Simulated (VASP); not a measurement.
The system is BN (zincblende type).

```xyz
4
Lattice="-1.7903 1.7903 0.0000 0.0000 0.0000 3.5806 1.7903 1.7903 0.0000" Properties=species:S:1:pos:R:3 pbc="T T T"
B     0.0000    0.0000    0.0000
B     0.0000    1.7903    1.7903
N     0.8952    0.8952    0.8952
N    -0.8952    0.8952    2.6855
```

Base run:

```yaml
Program: VASP 6.6.1
Functional: LDA
Potentials_or_basis: VASP PAW LDA potentials, release 64 (B, N)
Cutoff: 520 eV
k_mesh: 10 × 7 × 10
Occupations: fermi-dirac, width 0.02 eV
Spin: no spin polarisation
```

Its results: band gap on the k mesh 4.38 eV; pressure 1.0 GPa.

Q: The run is repeated on the same cell with these changes: potentials or basis from VASP PAW LDA potentials, release 64 (B, N) to VASP PAW LDA potentials, release 64 (B_h, N_h); cutoff from 520 eV to 910 eV. What comes out?

A: Band gap on the k mesh 4.38 eV; pressure 0.4 GPa.

Caveats: the cutoff is under 1.25 times the usual one of these potentials, so pressure, stress and relaxed cells hold a basis-set (Pulay) error (some runs).

A k mesh can miss the band edges.
